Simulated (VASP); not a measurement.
Runs of VASP 6.6.1 on Pt. The structure is that of space group P6_3/mmc (No. 194), or close to it. The cells are those of the table. This isn't the form of Pt at room conditions, which is fcc.

```tsv
task	cell	cutoff (eV)	smearing	gap on the mesh (eV)	pressure (GPa)
single point	a = 2.752, b = 2.752, c = 4.688 Å, angles 90.0, 90.0, 120.0°, 2 atoms	520	fermi-dirac 0.15 eV	none	(a)
relaxation of shape and atoms at fixed volume	relaxed from a = 2.836, b = 2.836, c = 4.976 Å, angles 90.0, 90.0, 120.0°, 2 atoms	600	gaussian 0.1 eV	none	-17.7
single point	a = 2.758, b = 2.758, c = 4.701 Å, angles 90.0, 90.0, 120.0°, 2 atoms	520	fermi-dirac 0.15 eV	none	4.6
relaxation of shape and atoms at fixed volume	relaxed from a = 2.707, b = 2.707, c = 4.668 Å, angles 90.0, 90.0, 120.0°, 2 atoms	600	gaussian 0.1 eV	none	17.2
relaxation of shape and atoms at fixed volume	relaxed from a = 2.786, b = 2.786, c = 4.829 Å, angles 90.0, 90.0, 120.0°, 2 atoms	600	gaussian 0.1 eV	none	-6.9
relaxation of cell and atoms	relaxed to 7 GPa from a = 2.774, b = 2.774, c = 4.739 Å, angles 90.0, 90.0, 120.0°, 2 atoms	600	fermi-dirac 0.15 eV	none	7.0
single point	a = 2.774, b = 2.774, c = 4.739 Å, angles 90.0, 90.0, 120.0°, 2 atoms	520	fermi-dirac 0.15 eV	none	-0.5
relaxation of shape and atoms at fixed volume	relaxed from a = 2.807, b = 2.807, c = 4.895 Å, angles 90.0, 90.0, 120.0°, 2 atoms	600	gaussian 0.1 eV	none	-12.2
```

Alike in all rows: level PBE; potentials or basis VASP PAW PBE potentials, release 64 (Pt); no spin polarisation; k mesh 18 × 18 × 10.

Question: Fill in the values left out.

Answer: (a) 6.5.

Caveats: spin-orbit coupling is left out, which moves the levels of the heavy elements; the cell stands under pressure (at least some runs); the cell is relaxed towards a set pressure, so the run minimises the enthalpy, not the energy (at least some runs).

A k mesh can miss the band edges, and the runs leave out spin-orbit coupling on Pt.

A gap of «none» marks levels without a gap at the run's occupations.
